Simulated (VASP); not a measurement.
# Bi (R-3m) in VASP: further runs

Bi is run at these levels: PBE; tasks: single point.

Program: VASP 6.6.1. These are calculated values, not measurements. Logs are shortened: lines on timing, memory, paths and dates and some standing lists are left out, and cuts for length are marked.

## (1) The cell of the first run

It takes space group R-3m (No. 166, trigonal). The conventional cell has a = 4.585 Å, b = 4.585 Å, c = 12.140 Å, α = 90.00°, β = 90.00°, γ = 120.00°. Within 4.1 Å of Bi (site symmetry 3m) lie 6 Bi at 3.11 to 3.59 Å.

## (2) Single point, PBE

File INCAR:

```
PREC     = Accurate       # precision mode
ENCUT    = 520            # plane-wave cutoff, eV
EDIFF    = 1E-7           # SCF threshold, eV
ISMEAR   = 1              # smearing method
SIGMA    = 0.2            # smearing width, eV
LREAL    = F              # projectors in reciprocal space
LASPH    = T              # aspherical terms in the spheres
NELM     = 60             # most SCF steps
ALGO     = Normal         # electronic algorithm
ISIF     = 2              # what is computed and relaxed
LWAVE    = F              # write WAVECAR
LCHARG   = T              # write CHGCAR
GGA      = PE             # functional
LELF     = T              # ELF
LVHAR    = T            
NBANDS   = 22             # bands
```

File KPOINTS:

```
regular mesh
0
Gamma
  8 8 8
```

File POSCAR:

```
Bi
1.0
    2.2924582305      1.3235513765      4.0467531177
   -2.2924582305      1.3235513765      4.0467531177
    0.0000000000     -2.6471027530      4.0467531177
Bi
2
Direct
    0.2337113826      0.2337113826      0.2337113826
    0.7662886174      0.7662886174      0.7662886174
```

Potentials or basis: VASP PAW PBE potentials, release 64 (Bi_d).

Run with:

```
$ cat potpaw_PBE.64/Bi_d/POTCAR > POTCAR
$ mpirun -np 1 vasp_std > vasp.out
```

OUTCAR:

```text
PREC = Accurate
   ENCUT = 520
   EDIFF = 1E-7
   ISMEAR = 1
   LREAL = F
   LASPH = T
   NELM = 60
   ISIF = 2
   GGA = PE

 ion  position               nearest neighbor table
   1  0.234  0.234  0.234-   2 3.11   2 3.11   2 3.11   2 3.59   2 3.59   2 3.59
   2  0.766  0.766  0.766-   1 3.11   1 3.11   1 3.11   1 3.59   1 3.59   1 3.59

  LATTYP: Found a trigonal (rhomboedric) cell.
 ALAT       =     4.8356347857
 COS(alpha) =     0.5505039576

  Lattice vectors:

 A1 = (   2.2924582305,   1.3235513765,   4.0467531177)
 A2 = (  -2.2924582305,   1.3235513765,   4.0467531177)
 A3 = (   0.0000000000,  -2.6471027530,   4.0467531177)

Analysis of symmetry for initial positions (statically):
=====================================================================
 Subroutine PRICEL returns:
 Original cell was already a primitive cell.

 Routine SETGRP: Setting up the symmetry group for a
 trigonal (rhombohedral) supercell.

 Subroutine GETGRP returns: Found 12 space group operations
 (whereof 12 operations were pure point group operations)
 out of a pool of 12 trial point group operations.

The static configuration has the point symmetry D_3d.

Analysis of symmetry for dynamics (positions and initial velocities):
=====================================================================
 Subroutine PRICEL returns:
 Original cell was already a primitive cell.

 Routine SETGRP: Setting up the symmetry group for a
 trigonal (rhombohedral) supercell.

 Subroutine GETGRP returns: Found 12 space group operations
 (whereof 12 operations were pure point group operations)
 out of a pool of 12 trial point group operations.

The dynamic configuration has the point symmetry D_3d.

 Subroutine INISYM returns: Found 12 space group operations
 (whereof 12 operations are pure point group operations),
 and found     1 'primitive' translations

----------------------------------------------------------------------------------------

                                     Primitive cell

  volume of cell :      73.6716

  direct lattice vectors                    reciprocal lattice vectors
     2.292458230  1.323551376  4.046753118     0.218106482  0.125923836  0.082370563
    -2.292458230  1.323551376  4.046753118    -0.218106482  0.125923836  0.082370563
     0.000000000 -2.647102753  4.046753118     0.000000000 -0.251847672  0.082370563

  length of vectors
     4.835634786  4.835634786  4.835634786     0.264975772  0.264975772  0.264975772

  position of ions in fractional coordinates (direct lattice)
     0.233711383  0.233711383  0.233711383
     0.766288617  0.766288617  0.766288617

  ion indices of the primitive-cell ions
   primitive index   ion index
                 1           1
                 2           2

----------------------------------------------------------------------------------------

 KPOINTS: regular mesh

Automatic generation of k-mesh.
 Grid dimensions read from file:
 generate k-points for:    8    8    8

 Generating k-lattice:

  Cartesian coordinates                     Fractional coordinates (reciprocal lattice)
     0.027263310  0.015740480  0.010296320     0.125000000  0.000000000 -0.000000000
    -0.027263310  0.015740480  0.010296320     0.000000000  0.125000000 -0.000000000
     0.000000000 -0.031480959  0.010296320    -0.000000000 -0.000000000  0.125000000

  Length of vectors
     0.033121971  0.033121971  0.033121971

  Shift w.r.t. Gamma in fractional coordinates (k-lattice)
     0.000000000  0.000000000  0.000000000

 Subroutine IBZKPT returns following result:
 ===========================================

 Found     65 irreducible k-points:

 Following reciprocal coordinates:
            Coordinates               Weight
  0.000000  0.000000  0.000000      1.000000
  0.125000 -0.000000 -0.000000      6.000000
  0.250000 -0.000000 -0.000000      6.000000
  0.375000  0.000000 -0.000000      6.000000
  0.500000 -0.000000 -0.000000      3.000000
  0.125000  0.125000 -0.000000      6.000000
[... 16 lines left out ...]
  0.250000  0.125000  0.125000      6.000000
  0.375000  0.125000  0.125000      6.000000
 [... further k-points ...]
   k-points           NKPTS =     65   k-points in BZ     NKDIM =     65   number of bands    NBANDS=     22
   number of dos      NEDOS =    301   number of ions     NIONS =      2
   total plane-waves  NPLWV =  46656
   dimension x,y,z NGX =    36 NGY =   36 NGZ =   36
   dimension x,y,z NGXF=    72 NGYF=   72 NGZF=   72
   ions per type =               2
   NGX,Y,Z   is equivalent  to a cutoff of  12.38, 12.38, 12.38 a.u.
   NGXF,Y,Z  is equivalent  to a cutoff of  24.75, 24.75, 24.75 a.u.
 SYSTEM =  unknown system
   PREC   = accura    normal or accurate (medium, high low for compatibility)
   ISTART =      0    job   : 0-new  1-cont  2-samecut
   ICHARG =      2    charge: 1-file 2-atom 10-const
   ISPIN  =      1    spin polarized calculation?
   LNONCOLLINEAR =      F non collinear calculations
   LSORBIT =      F    spin-orbit coupling
   LASPH  =      T    aspherical Exc in radial PAW
   ENCUT  =  520.0 eV  38.22 Ry    6.18 a.u.   8.99  8.99  8.99*2*pi/ulx,y,z
   NELM   =     60;   NELMIN=  2; NELMDL= -5     # of ELM steps
   EDIFF  = 0.1E-06   stopping-criterion for ELM
   LREAL  =      F    real-space projection
   EDIFFG = 0.1E-05   stopping-criterion for IOM
   NSW    =      0    number of steps for IOM
   IBRION =     -1    ionic relax: 0-MD 1-quasi-New 2-CG
   NFREE  =      0    steps in history (QN), initial steepest desc. (CG)
   ISIF   =      2    stress and relaxation
   ISYM   =      2    0-nonsym 1-usesym 2-fastsym
   POTIM  = 0.5000    time-step for ionic-motion
   TEBEG  =    0.0;   TEEND  =   0.0 temperature during run
   PSTRESS=    0.0 pullay stress
   NELECT =      30.0000    total number of electrons
   NUPDOWN=      -1.0000    fix difference up-down
   EMIN   =  10.00;   EMAX   =-10.00  energy-range for DOS
   EFERMI =   0.00;   METHOD = LEGACY
   ISMEAR =     1;   SIGMA  =   0.20  broadening in eV -4-tet -1-fermi 0-gaus
   EFERMI_NEDOS =   21; number of points for ismear=-14 and -15
   IALGO  =     38    algorithm
   IMIX   =      4    mixing-type and parameters
     AMIX     =   0.40;   BMIX     =  1.00
     AMIX_MAG =   1.60;   BMIX_MAG =  1.00
  volume/ion in A,a.u.               =      36.84       248.58
  Fermi-wavevector in a.u.,A,eV,Ry     =   1.213431  2.293053 20.033429  1.472415
  Thomas-Fermi vector in A             =   2.348884
   LORBIT       =      0    0 simple, 1 ext, 2 COOP (PROOUT), +10 PAW based schemes
   GGA     = PE    functional components
   LHFCALC =     F    Hartree Fock is set to
   AEXX    =    0.0000 exact exchange contribution
   IVDW    =     0    specifies the selected vdW correction
   LEPSILON=     F    determine dielectric tensor
   LRPA    =     F    only Hartree local field effects (RPA)
 non-spin polarized calculation
 Methfessel and Paxton  Order N= 1 SIGMA  =   0.20
  energy-cutoff  :      520.00
  volume of cell :       73.67
 maximum number of plane-waves:      2014
   NGX = 17   NGY = 17   NGZ = 17

 number of electron      29.9999994 magnetization

 Free energy of the ion-electron system (eV)
  ---------------------------------------------------
  ext. energy  EPLUGINS =         0.00000000
  ---------------------------------------------------
  free energy    TOTEN  =        -7.78213810 eV

  energy without entropy =       -7.78277101  energy(sigma->0) =       -7.78234907

 E-fermi :   5.8339     XC(G=0):  -9.3173

 val. band max:        5.7682581217   @ k =  -0.3750   0.5000   0.3750
 cond. band min:       5.9868882888   @ k =   0.3750   0.1250   0.1250
 fundamental gap:      0.2186301671
 Fermi energy:         5.8338557321

 k-point     1 :       0.0000    0.0000    0.0000
  band No.  band energies     occupation
      1     -17.0318      2.00000
      2     -17.0318      2.00000
      3     -16.8988      2.00000
      4     -16.8988      2.00000
      5     -16.8864      2.00000
      6     -16.7395      2.00000
[... 14 lines left out ...]
     21      11.6730      0.00000
     22      11.7128      0.00000

 k-point     2 :       0.1250   -0.0000   -0.0000
  band No.  band energies     occupation
      1     -17.0223      2.00000
      2     -17.0190      2.00000
      3     -16.8948      2.00000
      4     -16.8913      2.00000
      5     -16.8798      2.00000
      6     -16.7456      2.00000
[... 14 lines left out ...]
     21      11.8336      0.00000
     22      12.8709      0.00000

 k-point     3 :       0.2500   -0.0000   -0.0000
  band No.  band energies     occupation
      1     -16.9969      2.00000
      2     -16.9829      2.00000
      3     -16.8857      2.00000
      4     -16.8705      2.00000
      5     -16.8597      2.00000
      6     -16.7659      2.00000
[... 14 lines left out ...]
     21      12.5643      0.00000
     22      14.9187      0.00000

 k-point     4 :       0.3750    0.0000   -0.0000
  band No.  band energies     occupation
      1     -16.9660      2.00000
      2     -16.9300      2.00000
      3     -16.8762      2.00000
      4     -16.8416      2.00000
      5     -16.8318      2.00000
      6     -16.7980      2.00000
[... 14 lines left out ...]
     21      13.8398      0.00000
     22      15.4636      0.00000

 k-point     5 :       0.5000   -0.0000   -0.0000
  band No.  band energies     occupation
      1     -16.9505      2.00000
      2     -16.8865      2.00000
      3     -16.8703      2.00000
      4     -16.8477      2.00000
      5     -16.8162      2.00000
      6     -16.8044      2.00000
[... 417 lines left out ...]
 k-point    22 :       0.1250    0.1250    0.1250
  band No.  band energies     occupation
      1     -17.0228      2.00000
      2     -17.0228      2.00000
      3     -16.8951      2.00000
      4     -16.8951      2.00000
      5     -16.8826      2.00000
      6     -16.7429      2.00000
[... 14 lines left out ...]
     21      11.8694      0.00000
     22      12.7285      0.00000

 k-point    23 :       0.2500    0.1250    0.1250
  band No.  band energies     occupation
      1     -17.0153      2.00000
      2     -16.9994      2.00000
      3     -16.8881      2.00000
      4     -16.8869      2.00000
      5     -16.8746      2.00000
      6     -16.7500      2.00000
[... 14 lines left out ...]
     21      12.2071      0.00000
     22      13.2038      0.00000

 k-point    24 :       0.3750    0.1250    0.1250
  band No.  band energies     occupation
      1     -16.9848      2.00000
      2     -16.9694      2.00000
      3     -16.8750      2.00000
      4     -16.8689      2.00000
      5     -16.8578      2.00000
      6     -16.7669      2.00000
[... 14 lines left out ...]
     21      13.1501      0.00000
     22      14.5752      0.00000

 [... further k-points ...]
[... 5 lines left out ...]
  --------------------------------------------------------------------------------------
  -------------------------------------------------------------------------------------
  Total       -0.0326015     -0.0326015     -0.0419164      0.0000000      0.0000000      0.0000000
  in kB       -0.7090034     -0.7090034     -0.9115800      0.0000000      0.0000000      0.0000000
  external PRESSURE =      -0.7765289 kB  Pullay stress =       0.0000000 kB

 VOLUME and BASIS-vectors are now :
 -----------------------------------------------------------------------------
  energy-cutoff  :      520.00
  volume of cell :       73.67
      direct lattice vectors                 reciprocal lattice vectors
     2.292458230  1.323551376  4.046753118     0.218106482  0.125923836  0.082370563
    -2.292458230  1.323551376  4.046753118    -0.218106482  0.125923836  0.082370563
     0.000000000 -2.647102753  4.046753118     0.000000000 -0.251847672  0.082370563

 POSITION                                       TOTAL-FORCE (eV/Angst)
 -----------------------------------------------------------------------------------
      0.00000      0.00000      2.83732         0.000000      0.000000     -0.026004
      0.00000      0.00000      9.30294         0.000000     -0.000000      0.026004
 -----------------------------------------------------------------------------------
    total drift:                               -0.000000      0.000000     -0.000000

  FREE ENERGIE OF THE ION-ELECTRON SYSTEM (eV)
  ---------------------------------------------------
  free  energy   TOTEN  =        -7.7821380987 eV

  energy  without entropy=       -7.7827710121  energy(sigma->0) =       -7.78234907
```

Wall time 100 s (1 thread of Intel Xeon Platinum 8488C (Sapphire Rapids), shared host); peak memory 0.25 GiB.

Results:

* Free energy: -7.7821 eV
* Pressure: -0.1 GPa
* Largest force: 0.026 eV/Å
* Band gap on the k mesh: zero (band 15 reaches 5.77 eV, above the bottom of band 16 at 5.61 eV)

Forces in eV/Å, atoms in the order of the input:
```
Bi   0.000  0.000 -0.026
Bi   0.000  0.000  0.026
```

Levels at points of the mesh, in eV from the Fermi level:
| k point | band 13 | band 14 | band 15 | band 16 | band 17 | band 18 |
| --- | --- | --- | --- | --- | --- | --- |
| (0.00, 0.00, 0.00) | -1.48 | -1.11 | -1.11 | 2.41 | 2.85 | 2.85 |
| (0.50, 0.00, 0.00) | -1.38 | -1.14 | -0.31 | -0.22 | 0.52 | 1.07 |
| (0.50, 0.50, 0.00) | -4.44 | -2.88 | -2.70 | 2.42 | 4.68 | 5.26 |
| (0.50, 0.50, 0.50) | -0.89 | -0.54 | -0.54 | 0.73 | 0.76 | 0.76 |

Caveat: spin-orbit coupling is left out, which moves the levels of the heavy elements.

(Part 1 of 3 ends here.)
